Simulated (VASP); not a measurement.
Set up this calculation in VASP 6.6.1, as the native input.

```yaml
Task: single point
Functional: PBE
Potentials_or_basis: VASP PAW PBE potentials, release 64 (Si, C)
Cutoff: 520 eV
k_mesh: 12 × 12 × 10
Occupations: gaussian, width 0.1 eV
Spin: no spin polarisation
Dipole_correction: no
Further_INCAR_settings: ALGO = Normal; EDIFF = 1e-06; NBANDS = 18
```

The structure of SiC4 lies in POSCAR:

```
SiC4
1.0
    3.1419841280      0.0000000000      0.0000000000
    0.0000000000      3.1419841280      0.0000000000
    0.0000000000      0.0000000000      3.9695711162
Si C
1 4
Direct
    0.5000000000      0.5000000000      0.0000000000
    0.0000000000      0.5000000000      0.6792562581
    0.5000000000      0.0000000000      0.6792562581
    0.0000000000      0.5000000000      0.3207437419
    0.5000000000      0.0000000000      0.3207437419
```

The input as run:

INCAR

```
SYSTEM = SiC4
PREC     = Accurate       ! precision mode
ENCUT    = 520            ! plane-wave cutoff, eV
EDIFF    = 1E-6           ! SCF threshold, eV
ISMEAR   = 0              ! smearing method
SIGMA    = 0.1            ! smearing width, eV
LREAL    = .FALSE.        ! projectors in reciprocal space
LASPH    = .TRUE.         ! aspherical terms in the spheres
NELM     = 60             ! most SCF steps
ALGO     = Normal         ! electronic algorithm
ISIF     = 2              ! what is computed and relaxed
LWAVE    = .FALSE.        ! write WAVECAR
LCHARG   = .FALSE.        ! write CHGCAR
GGA      = PE             ! functional
NBANDS   = 18             ! bands
```

KPOINTS

```
regular mesh
0
G
  12 12 10
  0 0 0
```

Potentials or basis: VASP PAW PBE potentials, release 64 (Si, C).

The run is started by

```bash
$ cat potpaw_PBE.64/Si/POTCAR potpaw_PBE.64/C/POTCAR > POTCAR
$ mpirun -np 1 vasp_std > vasp.out
```

Results of the run:

| Item | Value |
| --- | --- |
| Pressure | 0.1 GPa |
| Largest force | 0.068 eV/Å |
| Band gap on the k mesh | zero (band 10 reaches 9.70 eV, above the bottom of band 11 at 8.23 eV) |

It took 29 s on 1 thread of Intel(R) Xeon(R) 6975P-C (Granite Rapids), with other jobs on the host, peak memory 0.2 GiB.
